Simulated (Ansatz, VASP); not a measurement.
## Two plane-wave programs on Mo

```
Mo
1.0
    -1.81359    1.81359    1.17883
     1.81359   -1.81359    1.17883
     1.81359    1.81359   -1.17883
Mo
1
Direct
  0.00000 0.00000 0.00000
```

Alike in both runs: task single point; functional LDA; k mesh 24 × 24 × 24; occupations gaussian, width 0.15 eV; no spin polarisation.

```csv
,VASP,Ansatz
version,VASP 6.6.1,Ansatz 0.2.0
potentials or method,"VASP PAW LDA potentials, release 64 (Mo_sv), cutoff 520 eV","scalar-relativistic, plane waves, PAW"
valence electrons in the cell,14,14
```

```csv
,VASP,Ansatz,Ansatz less VASP
gap on the k mesh at the Fermi level (eV),none,none,-
pressure (GPa),14.5,13.1,-1.34
"traceless stress, the component that is largest in VASP (GPa)",42.19,41.35,-0.847
```

LDA's correlation is that of Perdew and Zunger in VASP and of Perdew and Wang (1992) in Ansatz. A gap of «none» marks a metal or a gap that the smearing closes.
